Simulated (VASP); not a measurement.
# Sr (Pm-3m) in VASP: a series of runs

The runs below take Sr through single point, relaxation of cell and atoms, with PBE.

All numbers are computed with VASP 6.6.1; they aren't measurements. Logs are shortened: lines on timing, memory, paths and dates and some standing lists are left out, and cuts for length are marked.

## (1) The cell of the first run

Symmetry: Pm-3m, No. 221, cubic system. The conventional cell has a = 3.849 Å, b = 3.849 Å, c = 3.849 Å, α = 90.00°, β = 90.00°, γ = 90.00°. Sr (site symmetry m-3m) has 6 Sr at 3.85 Å within 5.1 Å.

## (2) Single point, PBE

File INCAR:

```
  PREC = Accurate
  ENCUT = 520
  EDIFF = 1E-7
  ISMEAR = -1
  SIGMA = 0.05
  LREAL = False
  LASPH = True
  NELM = 60
  ALGO = Normal
  ISIF = 2
  LWAVE = False
  LCHARG = False
  GGA = PE
  NBANDS = 11
```

File KPOINTS:

```
Automatic mesh
0
Gamma
  10 10 10
```

File POSCAR:

```
Sr
1.0
    3.8491146653      0.0000000000      0.0000000000
    0.0000000000      3.8491146653      0.0000000000
    0.0000000000      0.0000000000      3.8491146653
Sr
1
Direct
    0.0000000000      0.0000000000      0.0000000000
```

Potentials or basis: VASP PAW PBE potentials, release 64 (Sr_sv).

Command:

```bash
$ cat potpaw_PBE.64/Sr_sv/POTCAR > POTCAR
$ mpirun -np 1 vasp_std > vasp.out
```

OUTCAR:

```text
PREC = Accurate
   ENCUT = 520
   EDIFF = 1E-7
   ISMEAR = -1
   LREAL = False
   LASPH = True
   NELM = 60
   ISIF = 2
   GGA = PE

 ion  position               nearest neighbor table
   1  0.000  0.000  0.000-

  LATTYP: Found a simple cubic cell.
 ALAT       =     3.8491146653

  Lattice vectors:

 A1 = (   3.8491146653,   0.0000000000,   0.0000000000)
 A2 = (   0.0000000000,   3.8491146653,   0.0000000000)
 A3 = (   0.0000000000,   0.0000000000,   3.8491146653)

Analysis of symmetry for initial positions (statically):
=====================================================================
 Subroutine PRICEL returns:
 Original cell was already a primitive cell.

 Routine SETGRP: Setting up the symmetry group for a
 simple cubic supercell.

 Subroutine GETGRP returns: Found 48 space group operations
 (whereof 48 operations were pure point group operations)
 out of a pool of 48 trial point group operations.

The static configuration has the point symmetry O_h .

Analysis of symmetry for dynamics (positions and initial velocities):
=====================================================================
 Subroutine PRICEL returns:
 Original cell was already a primitive cell.

 Routine SETGRP: Setting up the symmetry group for a
 simple cubic supercell.

 Subroutine GETGRP returns: Found 48 space group operations
 (whereof 48 operations were pure point group operations)
 out of a pool of 48 trial point group operations.

The dynamic configuration has the point symmetry O_h .

 Subroutine INISYM returns: Found 48 space group operations
 (whereof 48 operations are pure point group operations),
 and found     1 'primitive' translations

----------------------------------------------------------------------------------------

                                     Primitive cell

  volume of cell :      57.0273

  direct lattice vectors                    reciprocal lattice vectors
     3.849114665  0.000000000  0.000000000     0.259800003  0.000000000  0.000000000
     0.000000000  3.849114665  0.000000000     0.000000000  0.259800003  0.000000000
     0.000000000  0.000000000  3.849114665     0.000000000  0.000000000  0.259800003

  length of vectors
     3.849114665  3.849114665  3.849114665     0.259800003  0.259800003  0.259800003

  position of ions in fractional coordinates (direct lattice)
     0.000000000  0.000000000  0.000000000

[... 73 lines left out ...]
   ENCUT  =  520.0 eV  38.22 Ry    6.18 a.u.   7.16  7.16  7.16*2*pi/ulx,y,z
   NELM   =     60;   NELMIN=  2; NELMDL= -5     # of ELM steps
   EDIFF  = 0.1E-06   stopping-criterion for ELM
   LREAL  =      F    real-space projection
   EDIFFG = 0.1E-05   stopping-criterion for IOM
   NSW    =      0    number of steps for IOM
   IBRION =     -1    ionic relax: 0-MD 1-quasi-New 2-CG
   NFREE  =      0    steps in history (QN), initial steepest desc. (CG)
   ISIF   =      2    stress and relaxation
   ISYM   =      2    0-nonsym 1-usesym 2-fastsym
   POTIM  = 0.5000    time-step for ionic-motion
   TEBEG  =    0.0;   TEEND  =   0.0 temperature during run
   PSTRESS=    0.0 pullay stress
   NELECT =      10.0000    total number of electrons
   NUPDOWN=      -1.0000    fix difference up-down
   EMIN   =  10.00;   EMAX   =-10.00  energy-range for DOS
   EFERMI =   0.00;   METHOD = LEGACY
   ISMEAR =    -1;   SIGMA  =   0.05  broadening in eV -4-tet -1-fermi 0-gaus
   EFERMI_NEDOS =   21; number of points for ismear=-14 and -15
   IALGO  =     38    algorithm
   IMIX   =      4    mixing-type and parameters
     AMIX     =   0.40;   BMIX     =  1.00
     AMIX_MAG =   1.60;   BMIX_MAG =  1.00
  volume/ion in A,a.u.               =      57.03       384.84
  Fermi-wavevector in a.u.,A,eV,Ry     =   0.916320  1.731594 11.424035  0.839643
  Thomas-Fermi vector in A             =   2.041162
   LORBIT       =      0    0 simple, 1 ext, 2 COOP (PROOUT), +10 PAW based schemes
   GGA     = PE    functional components
   LHFCALC =     F    Hartree Fock is set to
   AEXX    =    0.0000 exact exchange contribution
   IVDW    =     0    specifies the selected vdW correction
   LEPSILON=     F    determine dielectric tensor
   LRPA    =     F    only Hartree local field effects (RPA)
 non-spin polarized calculation
  energy-cutoff  :      520.00
  volume of cell :       57.03
 maximum number of plane-waves:      1568
 NGX is ok and might be reduce to    30
   NGX = 15   NGY = 15   NGZ = 15

 number of electron      10.0000000 magnetization

 Free energy of the ion-electron system (eV)
  ---------------------------------------------------
  ext. energy  EPLUGINS =         0.00000000
  ---------------------------------------------------
  free energy    TOTEN  =        -1.25963575 eV

  energy without entropy =       -1.25159380  energy(sigma->0) =       -1.25561477

 E-fermi :   1.2965     XC(G=0):  -7.2263

 val. band max:        1.2479105375   @ k =   0.5000   0.2000   0.2000
 cond. band min:       1.3247881425   @ k =   0.5000   0.3000   0.3000
 fundamental gap:      0.0768776050
 Fermi energy:         1.2965358559

 k-point     1 :       0.0000    0.0000    0.0000
  band No.  band energies     occupation
      1     -35.5258      2.00000
      2     -17.3775      2.00000
      3     -17.3775      2.00000
      4     -17.3775      2.00000
      5      -2.0841      2.00000
      6       2.0354      0.00000
      7       2.0354      0.00000
      8       6.2363      0.00000
      9       6.2363      0.00000
     10       6.2363      0.00000
     11       8.6895      0.00000
[... 309 lines left out ...]
 k-point    24 :       0.3000    0.1000    0.1000
  band No.  band energies     occupation
      1     -35.5107      2.00000
      2     -17.5556      2.00000
      3     -17.3871      2.00000
      4     -17.3848      2.00000
      5      -0.7715      2.00000
      6       2.1686      0.00000
      7       2.5204      0.00000
      8       4.5538      0.00000
      9       4.6129      0.00000
     10       5.8579      0.00000
     11       7.3253      0.00000

 [... further k-points ...]
[... 5 lines left out ...]
  --------------------------------------------------------------------------------------
  -------------------------------------------------------------------------------------
  Total        0.0039972      0.0039972      0.0039972      0.0000000      0.0000000     -0.0000000
  in kB        0.1123007      0.1123007      0.1123007      0.0000000      0.0000000     -0.0000000
  external PRESSURE =       0.1123007 kB  Pullay stress =       0.0000000 kB

 VOLUME and BASIS-vectors are now :
 -----------------------------------------------------------------------------
  energy-cutoff  :      520.00
  volume of cell :       57.03
      direct lattice vectors                 reciprocal lattice vectors
     3.849114665  0.000000000  0.000000000     0.259800003  0.000000000  0.000000000
     0.000000000  3.849114665  0.000000000     0.000000000  0.259800003  0.000000000
     0.000000000  0.000000000  3.849114665     0.000000000  0.000000000  0.259800003

 POSITION                                       TOTAL-FORCE (eV/Angst)
 -----------------------------------------------------------------------------------
      0.00000      0.00000      0.00000         0.000000      0.000000      0.000000
 -----------------------------------------------------------------------------------
    total drift:                               -0.000000     -0.000000     -0.000000

  FREE ENERGIE OF THE ION-ELECTRON SYSTEM (eV)
  ---------------------------------------------------
  free  energy   TOTEN  =        -1.2596357468 eV

  energy  without entropy=       -1.2515937960  energy(sigma->0) =       -1.25561477
```

stdout:

```text
POSCAR found type information on POSCAR Sr
 POSCAR found :  1 types and       1 ions
 scaLAPACK will be used
 LDA part: xc-table for (Slater+PW92), standard interpolation
 POSCAR, INCAR and KPOINTS ok, starting setup
 FFT: planning ... GRIDC
 FFT: planning ... GRID_SOFT
 FFT: planning ... GRID
 WAVECAR not read
 entering main loop
```

Run time: 39 s. Hardware: 1 thread of AMD EPYC 7R43 (Zen 3), shared host; peak memory 0.15 GiB.

What came out:

* Free energy: -1.2596 eV
* Pressure: 0.0 GPa
* Band gap on the k mesh: zero (band 5 reaches 1.86 eV, above the bottom of band 6 at 1.07 eV)

## (3) Relaxation of cell and atoms, PBE

This run uses another cell than the first one, of 59.44 Å³/atom, 1.042 times its volume.

File INCAR:

```
  PREC = Accurate
  ENCUT = 600
  EDIFF = 1E-7
  ISMEAR = -1
  SIGMA = 0.05
  LREAL = F
  LASPH = T
  NELM = 60
  ALGO = Normal
  ISIF = 3
  LWAVE = F
  LCHARG = F
  GGA = PE
  IBRION = 2
  NSW = 60
  EDIFFG = -0.005
```

File KPOINTS:

```
regular mesh
0
Gamma
  10 10 10
```

File POSCAR:

```
Sr
1.0
    3.9027199960      0.0000000000      0.0000000000
    0.0000000000      3.9027199960      0.0000000000
    0.0000000000      0.0000000000      3.9027199960
Sr
1
Direct
    0.0000000000      0.0000000000      0.0000000000
```

Potentials or basis: VASP PAW PBE potentials, release 64 (Sr_sv).

Command:

```bash
$ cat potpaw_PBE.64/Sr_sv/POTCAR > POTCAR
$ mpirun -np 1 vasp_std > vasp.out
```

OUTCAR:

```text
PREC = Accurate
   ENCUT = 600
   EDIFF = 1E-7
   ISMEAR = -1
   LREAL = F
   LASPH = T
   NELM = 60
   ISIF = 3
   GGA = PE
   IBRION = 2
   NSW = 60
   EDIFFG = -0.005

 ion  position               nearest neighbor table
   1  0.000  0.000  0.000-

  LATTYP: Found a simple cubic cell.
 ALAT       =     3.9027199960

  Lattice vectors:

 A1 = (   3.9027199960,   0.0000000000,   0.0000000000)
 A2 = (   0.0000000000,   3.9027199960,   0.0000000000)
 A3 = (   0.0000000000,   0.0000000000,   3.9027199960)

Analysis of symmetry for initial positions (statically):
=====================================================================
 Subroutine PRICEL returns:
 Original cell was already a primitive cell.

 Routine SETGRP: Setting up the symmetry group for a
 simple cubic supercell.

 Subroutine GETGRP returns: Found 48 space group operations
 (whereof 48 operations were pure point group operations)
 out of a pool of 48 trial point group operations.

The static configuration has the point symmetry O_h .

Analysis of symmetry for dynamics (positions and initial velocities):
=====================================================================
 Subroutine PRICEL returns:
 Original cell was already a primitive cell.

 Routine SETGRP: Setting up the symmetry group for a
 simple cubic supercell.

 Subroutine GETGRP returns: Found 48 space group operations
 (whereof 48 operations were pure point group operations)
 out of a pool of 48 trial point group operations.

The dynamic configuration has the point symmetry O_h .

 Subroutine INISYM returns: Found 48 space group operations
 (whereof 48 operations are pure point group operations),
 and found     1 'primitive' translations

----------------------------------------------------------------------------------------
[... 118 lines left out ...]
   AEXX    =    0.0000 exact exchange contribution
   IVDW    =     0    specifies the selected vdW correction
   LEPSILON=     F    determine dielectric tensor
   LRPA    =     F    only Hartree local field effects (RPA)
 conjugate gradient relaxation of ions
 non-spin polarized calculation
  energy-cutoff  :      600.00
  volume of cell :       59.44
 maximum number of plane-waves:      2008
 NGX is ok and might be reduce to    32
   NGX = 15   NGY = 15   NGZ = 15

--------------------------------------- Ionic step        1  -------------------------------------------

 number of electron      10.0000000 magnetization

 Free energy of the ion-electron system (eV)
  ---------------------------------------------------
  ext. energy  EPLUGINS =         0.00000000
  ---------------------------------------------------
  free energy    TOTEN  =        -1.25778300 eV

  energy without entropy =       -1.24946378  energy(sigma->0) =       -1.25362339

------------------------ aborting loop because EDIFF is reached ----------------------------------------

  FORCE on cell =-STRESS in cart. coord.  units (eV):
  Direction    XX          YY          ZZ          XY          YZ          ZX
  --------------------------------------------------------------------------------------
  -------------------------------------------------------------------------------------
  Total       -0.0961194     -0.0961194     -0.0961194      0.0000000      0.0000000      0.0000000
  in kB       -2.5907129     -2.5907129     -2.5907129      0.0000000      0.0000000      0.0000000
  external PRESSURE =      -2.5907129 kB  Pullay stress =       0.0000000 kB
[... 57 lines left out ...]
--------------------------------------- Ionic step        3  -------------------------------------------

 number of electron      10.0000000 magnetization

 Free energy of the ion-electron system (eV)
  ---------------------------------------------------
  ext. energy  EPLUGINS =         0.00000000
  ---------------------------------------------------
  free energy    TOTEN  =        -1.25966760 eV

  energy without entropy =       -1.25161829  energy(sigma->0) =       -1.25564294

 E-fermi :   1.2848     XC(G=0):  -7.2152

 val. band max:        1.2310879313   @ k =   0.5000   0.2000   0.2000
 cond. band min:       1.3153242032   @ k =   0.5000   0.3000   0.3000
 fundamental gap:      0.0842362718
 Fermi energy:         1.2848318706

 k-point     1 :       0.0000    0.0000    0.0000
  band No.  band energies     occupation
      1     -35.5433      2.00000
      2     -17.3961      2.00000
      3     -17.3961      2.00000
      4     -17.3961      2.00000
      5      -2.0913      2.00000
      6       2.0246      0.00000
      7       2.0246      0.00000
      8       6.2098      0.00000
      9       6.2098      0.00000
[... 265 lines left out ...]
 k-point    24 :       0.3000    0.1000    0.1000
  band No.  band energies     occupation
      1     -35.5285      2.00000
      2     -17.5722      2.00000
      3     -17.4057      2.00000
      4     -17.4034      2.00000
      5      -0.7826      2.00000
      6       2.1536      0.00000
      7       2.5073      0.00000
      8       4.5348      0.00000
      9       4.5927      0.00000

 [... further k-points ...]
[... 5 lines left out ...]
  --------------------------------------------------------------------------------------
  -------------------------------------------------------------------------------------
  Total       -0.0023303     -0.0023303     -0.0023303      0.0000000     -0.0000000      0.0000000
  in kB       -0.0652288     -0.0652288     -0.0652288      0.0000000     -0.0000000      0.0000000
  external PRESSURE =      -0.0652288 kB  Pullay stress =       0.0000000 kB
[... 16 lines left out ...]
  FREE ENERGIE OF THE ION-ELECTRON SYSTEM (eV)
  ---------------------------------------------------
  free  energy   TOTEN  =        -1.2596675996 eV

  energy  without entropy=       -1.2516182899  energy(sigma->0) =       -1.25564294

 reached required accuracy - stopping structural energy minimisation
```

Run time: 46 s. Hardware: 1 thread of Intel Xeon 6975P-C, shared host; peak memory 0.21 GiB.

What came out:

```yaml
Free_energy: -1.2597 eV
Relaxed_volume: 57.24 Å³/atom
Relaxed_cell: a = 3.854 Å, b = 3.854 Å, c = 3.854 Å, α = 90.00°, β = 90.00°, γ = 90.00°
Space_group_after_relaxing_to_0.05_Å: Pm-3m (No. 221)
Energy_gained_by_relaxing: 1.9 meV/atom
Ionic_steps: 3
Pressure_after_relaxing: 0.0 GPa
Band_gap_on_the_k_mesh: zero (band 5 reaches 1.86 eV, above the bottom of band 6 at 1.06 eV)
```

The path:
```tsv
step	energy change (eV)	largest force (eV/Å)	pressure (GPa)	volume (Å³)
1	0.0000	0.0000	-0.26	59.44
2	-0.0011	0.0000	-0.17	58.62
3	-0.0019	0.0000	-0.01	57.24
```

Final structure:
```
CELL_PARAMETERS angstrom
3.85384 0.00000 0.00000
0.00000 3.85384 0.00000
0.00000 0.00000 3.85384
ATOMIC_POSITIONS crystal
Sr 0.00000 0.00000 0.00000
```
